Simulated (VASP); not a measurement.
A run of VASP 6.6.1:

File INCAR:

```
PREC = Accurate
ENCUT = 700
EDIFF = 1E-6
ISMEAR = 0
SIGMA = 0.1
LREAL = F
LASPH = T
NELM = 120
ALGO = Normal
ISIF = 2
LWAVE = F
LCHARG = T
GGA = PE
LELF = T
LVHAR = T
NBANDS = 55
GGA_COMPAT = F
```

Contents of KPOINTS:

```
Automatic mesh
0
Gamma
  4 4 2
```

Contents of POSCAR:

```
InHgO2
1.0
    4.1237456600      0.0000000000      0.0000000000
    0.0000000000      4.1237456600      0.0000000000
    0.0000000000      0.0000000000      8.2474913300
In Hg O
2 2 4
Direct
    0.5000000000      0.5000000000      0.2500000000
    0.5000000000      0.5000000000      0.7500000000
    0.0000000000      0.0000000000      0.0000000000
    0.0000000000      0.0000000000      0.5000000000
    0.5000000000      0.0000000000      0.0000000000
    0.0000000000      0.5000000000      0.5000000000
    0.0000000000      0.0000000000      0.2500000000
    0.0000000000      0.0000000000      0.7500000000
```

Potentials or basis: VASP PAW PBE potentials, release 64 (In_d, Hg_sv_GW, O).

Run with:

```sh
$ cat potpaw_PBE.64/In_d/POTCAR potpaw_PBE.64/Hg_sv_GW/POTCAR potpaw_PBE.64/O/POTCAR > POTCAR
$ mpirun -np 1 vasp_std > vasp.out
```

Hardware: 1 thread of Intel(R) Xeon(R) Platinum 8375C CPU @ 2.90GHz (Ice Lake), with other jobs on the host.

Task: How long does it take, and how much memory?

Result: Run time: 2.7 min on 1 thread of Intel(R) Xeon(R) Platinum 8375C CPU @ 2.90GHz (Ice Lake), on a shared host, peak memory 0.38 GiB. Counts: scf iterations 16, k points 12.
